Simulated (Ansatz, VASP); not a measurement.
BiTe: VASP beside Ansatz

The input POSCAR:

```
BiTe
1.0
    2.3732508797      1.3701970343      3.2495731172
   -2.3732508797      1.3701970343      3.2495731172
    0.0000000000     -2.7403940685      3.2495731172
Bi Te
1 1
Direct
    0.5000000000      0.5000000000      0.5000000000
    0.0000000000      0.0000000000      0.0000000000
```

INCAR.step1

```
SYSTEM = BiTe
  PREC = Accurate
  ENCUT = 520
  EDIFF = 1E-5
  ISMEAR = -1
  SIGMA = 0.05
  LREAL = .False.
  LASPH = .True.
  NELM = 80
  ALGO = Normal
  ISIF = 2
  LWAVE = .True.
  LCHARG = .False.
  GGA = PE
  NBANDS = 18
```

INCAR.step2

```
SYSTEM = BiTe
  PREC = Accurate
  ENCUT = 520
  EDIFF = 1E-6
  ISMEAR = -1
  SIGMA = 0.05
  LREAL = .False.
  LASPH = .True.
  NELM = 80
  ALGO = Normal
  ISIF = 2
  LWAVE = .False.
  LCHARG = .False.
  GGA = PE
  LHFCALC = .True.
  HFSCREEN = 0.2079
  PRECFOCK = Normal
  ISTART = 1
  NBANDS = 18
```

KPOINTS

```
Automatic mesh
0
Gamma
  4 4 4
  0 0 0
```

File input:

```
crystal:
  lattice:
    - [2.3732508797, 1.3701970343, 3.2495731172]
    - [-2.3732508797, 1.3701970343, 3.2495731172]
    - [0.0, -2.7403940685, 3.2495731172]
  atoms:
    - { symbol: Bi, position: [0.5, 0.5, 0.5] }
    - { symbol: Te, position: [0.0, 0.0, 0.0] }
hamiltonian:
  xc: hse06
  pseudopotentials: { kind: paw }
kpoints:
  mp_grid: { grid: [4, 4, 4] }
scf:
  occupations: { method: fermi_dirac, width: 0.05 }
output:
  forces: true
  stress: true
  eigenvalues: true
```

Alike in both runs: task single point; functional HSE06; k mesh 4 × 4 × 4; occupations fermi-dirac, width 0.05 eV; no spin polarisation.

|  | VASP | Ansatz |
| --- | --- | --- |
| version | VASP 6.6.1 | Ansatz 0.2.0 |
| potentials or method | VASP PAW PBE potentials, release 64 (Bi_d, Te) | Ansatz PAW |
| plane-wave cutoff (eV) | 520 | 420 |
| valence electrons in the cell | 21 | 31 |

Ansatz gave:

| Quantity | Value |
| --- | --- |
| gap on the k mesh at the Fermi level (eV) | none |
| pressure (GPa) | 1.6 |
| traceless stress, the component that is largest in VASP (GPa) | -0.38 |

Which values does VASP return?

gap on the k mesh at the Fermi level (eV): none; pressure (GPa): 1.4; traceless stress, the component that is largest in VASP (GPa): -0.30.

A gap of «none» marks a metal or a gap that the smearing closes. With one functional, cell and mesh, what is left measures potentials, basis and numerics. VASP's potentials hold 21 valence electrons a cell and Ansatz's 31, so a difference there can come from the potentials and not from the codes.

The k mesh is coarse, so the values compare programs but aren't converged. Spin-orbit coupling is off throughout.
